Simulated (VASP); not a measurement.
Runs of VASP 6.6.1 on Li2Sm. The structure is that of space group P6/mmm (No. 191), or close to it. The cells are those of the table. The cell was generated, and may not be a known phase.

```tsv
task	cell	k mesh	smearing	gap on the mesh (eV)	pressure (GPa)
single point	a = 3.482, b = 3.482, c = 4.228 Å, angles 90.0, 90.0, 120.0°, 3 atoms	6 × 6 × 4	gaussian 0.1 eV	none	26.3
single point	a = 4.038, b = 4.038, c = 5.228 Å, angles 90.0, 90.0, 120.0°, 3 atoms	6 × 6 × 4	gaussian 0.1 eV	none	0.1
single point	a = 5.124, b = 5.124, c = 3.265 Å, angles 90.0, 90.0, 120.0°, 3 atoms	12 × 12 × 10	gaussian 0.1 eV	none	0.1
single point	a = 5.120, b = 5.120, c = 3.265 Å, angles 90.0, 90.0, 120.0°, 3 atoms	12 × 12 × 14	methfessel-paxton 0.1 eV	none	(a)
relaxation of cell and atoms	relaxed from a = 3.482, b = 3.482, c = 4.228 Å, angles 90.0, 90.0, 120.0°, 3 atoms	6 × 6 × 4	gaussian 0.1 eV	none	-0.1
single point	a = 5.120, b = 5.120, c = 3.265 Å, angles 90.0, 90.0, 120.0°, 3 atoms	12 × 12 × 14	gaussian 0.1 eV	none	0.1
```

Alike in all rows: level PBE; potentials or basis VASP PAW PBE potentials, release 64 (Li_sv, Sm_3), 4f in core; no spin polarisation.

Question: Estimate the missing entries.

Answer: (a) 0.0.

Caveats: some runs use coarse meshes; spin-orbit coupling is left out, which moves the levels of the heavy elements; the 4f electrons are frozen in the core, so they carry no moment and show no levels.

A k mesh can miss the band edges, and the runs leave out spin-orbit coupling on Sm.

A gap of «none» marks levels without a gap at the run's occupations.
